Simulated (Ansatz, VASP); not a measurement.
One calculation of AlGaN2, two programs

```
CELL_PARAMETERS angstrom
2.99068 0.00000 0.00000
0.00000 2.99068 0.00000
0.00000 0.00000 4.56763
ATOMIC_POSITIONS crystal
Al 0.50000 0.50000 0.50000
Ga 0.00000 0.00000 0.00000
N 0.50000 0.00000 0.74101
N 0.00000 0.50000 0.25899
```

Alike in both runs: task single point; functional LDA; k mesh 8 × 8 × 6; occupations gaussian, width 0.02 eV; no spin polarisation.

|  | VASP | Ansatz |
| --- | --- | --- |
| version | VASP 6.6.1 | Ansatz 0.2.0 |
| potentials or method | VASP PAW LDA potentials, release 64 (Al, Ga_d, N), cutoff 520 eV | scalar-relativistic, plane waves, PAW |
| valence electrons in the cell | 26 | 26 |

VASP gave:

```
gap on the k mesh at the Fermi level (eV)                     : 2.97
least direct gap on the mesh (eV)                             : 3.21
pressure (GPa)                                                : 9.8
traceless stress, the component that is largest in VASP (GPa) : -8.62
rms of the force components (eV/Å)                            : 0.014
```

Question: Which values does Ansatz return?

Answer: gap on the k mesh at the Fermi level (eV): 2.99; least direct gap on the mesh (eV): 3.20; pressure (GPa): 8.7; traceless stress, the component that is largest in VASP (GPa): -8.70; rms of the force components (eV/Å): 0.000.

LDA's correlation is that of Perdew and Zunger in VASP and of Perdew and Wang (1992) in Ansatz. Atom by atom the forces differ by 0.013 eV/Å (rms over components).
